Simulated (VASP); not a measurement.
## Ni: single point with revPBE

Crystal: Ni.

```
Ni
1.0
     2.50117    0.00000    0.00000
     0.00000    2.50117    0.00000
     0.00000    0.00000    3.53558
Ni
2
Direct
  0.00000 0.00000 0.00000
  0.50000 0.50000 0.50000
```

| Quantity | Value |
| --- | --- |
| Program | VASP 6.6.1 |
| Task | single point |
| Functional | revPBE |
| Potentials or basis | VASP PAW PBE potentials, release 64 (Ni) |
| Cutoff | 520 eV |
| k mesh | 12 × 12 × 9 |
| Occupations | fermi-dirac, width 0.05 eV |
| Spin | non-collinear spin, typed start, spin-orbit coupling |
| Starting moments | [[0.0, 0.0, 0.686], [0.0, 0.0, 0.686]] μB |
| Dipole correction | no |
| Further INCAR settings | ALGO = Normal; EDIFF = 1e-06; NBANDS = 32 |

```
Pressure                                              : 1.4 GPa
Net moment                                            : 1.29 μB per cell
Valence electrons inside the program's atomic spheres : Ni 9.28
```

Stress tensor (GPa, compression positive):
```
1.41 0.00 0.00
0.00 1.41 0.00
0.00 0.00 1.25
```

Moments on the atoms (μB; x, y, z):
```
Ni  0.00 0.00 0.66
Ni  0.00 0.00 0.66
```

Run time: 12 min on 1 thread of Intel(R) Xeon(R) Platinum 8375C CPU @ 2.90GHz (Ice Lake), on a shared host, peak memory 0.31 GiB.

Caveat: the PAW data sets were made with another functional, which shifts forces and pressure a little.
